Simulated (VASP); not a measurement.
A run of VASP 6.6.1:

File INCAR:

```
PREC = Accurate ; ENCUT = 520
EDIFF = 1E-6 ; ISMEAR = 0
SIGMA = 0.15 ; LREAL = False
LASPH = True ; NELM = 60
ALGO = Normal ; ISIF = 2
LWAVE = False ; LCHARG = False
GGA = PS ; NBANDS = 18
```

KPOINTS

```
regular mesh
0
Gamma
  20 20 20
```

File POSCAR:

```
Si2Mo
1.0
   -1.5950350805      1.5950350805      3.9106920000
    1.5950350805     -1.5950350805      3.9106920000
    1.5950350805      1.5950350805     -3.9106920000
Si Mo
2 1
Direct
    0.3350596655      0.3977542114      0.0626945459
    0.6649403345      0.6022457886     -0.0626945459
    0.0000000000      0.0000000000      0.0000000000
```

Potentials or basis: VASP PAW PBE potentials, release 64 (Si, Mo_sv).

Run with:

```console
$ cat potpaw_PBE.64/Si/POTCAR potpaw_PBE.64/Mo_sv/POTCAR > POTCAR
$ mpirun -np 1 vasp_std > vasp.out
```

Hardware: 1 thread of Intel(R) Xeon(R) 6975P-C (Granite Rapids), on a shared host.

Problem. How long does it take, and how much memory?

Solution. Run time: 11 min on 1 thread of Intel(R) Xeon(R) 6975P-C (Granite Rapids), on a shared host, peak memory 1.4 GiB. Counts: scf iterations 13, k points 2112.
